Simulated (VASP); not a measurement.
Here is a VASP 6.6.1 calculation.

INCAR

```
PREC = Accurate
ENCUT = 520
EDIFF = 1E-7
ISMEAR = 0
SIGMA = 0.1
LREAL = F
LASPH = T
NELM = 150
ALGO = Fast
ISIF = 2
LWAVE = F
LCHARG = F
ISPIN = 2
MAGMOM = 0.2 0.2 0.2 0.2
LORBIT = 11
LMAXMIX = 4
GGA = PS
NBANDS = 38
```

File KPOINTS:

```
Automatic mesh
0
Gamma
  6 6 4
```

POSCAR

```
Mn
1.0
    2.0688369206     -4.0643773811      0.0000000000
    2.0688369206      4.0643773811      0.0000000000
    0.0000000000      0.0000000000      2.5998981690
Mn
4
Direct
    0.1184301908      0.8815698092      0.0239280053
    0.6184301908      0.3815698092      0.4760719947
    0.8815698092      0.1184301908      0.9760719947
    0.3815698092      0.6184301908      0.5239280053
```

Potentials or basis: VASP PAW PBE potentials, release 64 (Mn_pv).

Run with:

```console
$ cat potpaw_PBE.64/Mn_pv/POTCAR > POTCAR
$ mpirun -np 1 vasp_std > vasp.out
```

Task: Predict the pressure.

Result: 2.5 GPa.

Task: Estimate the largest force.

Result: 0.598 eV/Å.

Stress tensor (GPa, compression positive):
```
 0.16  0.00  0.00
 0.00  7.52  0.00
 0.00  0.00 -0.06
```

Caveat: the k points lie up to 0.60 Å⁻¹ apart, too coarse for converged energies and pressures of a metal; atoms lie so close that the PAW spheres overlap strongly, which falsifies energies and pressures; the PAW data sets were made with another functional, which shifts forces and pressure a little.
